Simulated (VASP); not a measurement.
**CdS: single point with PBE**

The system is CdS.

```xyz
2
Lattice="0.0000 2.6671 2.9339 2.6671 0.0000 2.9339 2.6671 2.6671 0.0000" Properties=species:S:1:pos:R:3 pbc="T T T"
Cd    0.0000    0.0000    0.0000
S     2.6671    2.6671    2.9339
```

This cell differs from its parent crystal: ratio of the length along z to the lengths across it x 1.1, volume and fractional coordinates fixed.

```
Program                : VASP 6.6.1
Task                   : single point
Functional             : PBE
Potentials or basis    : VASP PAW PBE potentials, release 64 (Cd, S)
Cutoff                 : 520 eV
k mesh                 : 12 × 12 × 12
Occupations            : gaussian, width 0.03 eV
Spin                   : no spin polarisation
Dipole correction      : no
Further INCAR settings : ALGO = Normal; EDIFF = 1e-06; NBANDS = 16
```

| Property | Result |
| --- | --- |
| Pressure | 1.2 GPa |
| Band gap on the k mesh | zero (band 9 reaches 2.97 eV, above the bottom of band 10 at 2.88 eV) |

Stress tensor (GPa, compression positive):
```
 3.24  0.00  0.00
 0.00  3.24  0.00
 0.00  0.00 -2.97
```

Levels at points of the mesh, in eV from the Fermi level:
| k point | band 6 | band 7 | band 8 | band 9 | band 10 | band 11 | band 12 | band 13 |
| --- | --- | --- | --- | --- | --- | --- | --- | --- |
| (0.00, 0.00, 0.00) | -7.83 | -1.15 | -1.15 | -0.72 | 0.63 | 8.67 | 9.19 | 9.19 |
| (0.50, 0.00, 0.00) | -7.66 | -5.03 | -0.52 | -0.02 | 3.18 | 5.37 | 6.10 | 6.53 |
| (0.50, 0.50, 0.00) | -7.09 | -4.34 | -2.16 | -2.16 | 0.35 | 6.16 | 8.83 | 11.32 |
| (0.50, 0.00, 0.50) | -6.83 | -4.42 | -2.86 | -2.00 | -0.11 | 5.69 | 9.60 | 9.73 |

Run time: 42 s on 1 thread of Intel(R) Xeon(R) 6975P-C (Granite Rapids) (shared host), peak memory 0.24 GiB.
